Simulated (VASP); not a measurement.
CsCdCl3, 5 atoms in the cell. It takes space group P4/mmm (No. 123, tetragonal). The conventional cell has a = 5.408 Å, b = 5.408 Å, c = 5.200 Å, α = 90.00°, β = 90.00°, γ = 90.00°. Within 4.9 Å of Cs (site symmetry 4/mmm) lie 12 Cl at 3.75 to 3.82 Å and 8 Cd at 4.62 Å. Within 3.4 Å of Cd (site symmetry 4/mmm) lie 6 Cl at 2.60 to 2.70 Å. Cl (site symmetry mmm) has 2 Cd at 2.70 Å within 3.6 Å. Within 3.4 Å of Cl (site symmetry 4/mmm) lie 2 Cd at 2.60 Å.  This cell differs from its parent crystal: strain +0.040 along x and y, +0.000 along z.

```yaml
Program: VASP 6.6.1
Task: single point
Functional: r2SCAN
Potentials_or_basis: VASP PAW PBE potentials, release 64 (Cs_sv, Cd, Cl)
Cutoff: 520 eV
k_mesh: 6 × 6 × 6
Occupations: gaussian, width 0.05 eV
Spin: no spin polarisation
Dipole_correction: no
Further_INCAR_settings: ALGO = Normal; EDIFF = 1e-07; NBANDS = 29
```

Potentials or basis: VASP PAW PBE potentials, release 64 (Cs_sv, Cd, Cl).

Run with:

```console
$ cat potpaw_PBE.64/Cs_sv/POTCAR potpaw_PBE.64/Cd/POTCAR potpaw_PBE.64/Cl/POTCAR > POTCAR
$ cp INCAR.step1 INCAR
$ mpirun -np 1 vasp_std > vasp.out
$ cp INCAR.step2 INCAR
$ mpirun -np 1 vasp_std > vasp.out
```

Hardware: 1 thread of Intel Xeon 8259CL, on a shared host.

Q: Estimate the wall time of this run.

A: Wall time 14 min on 1 thread of Intel Xeon 8259CL, on a shared host, peak memory 0.37 GiB. Counts: k points 40.
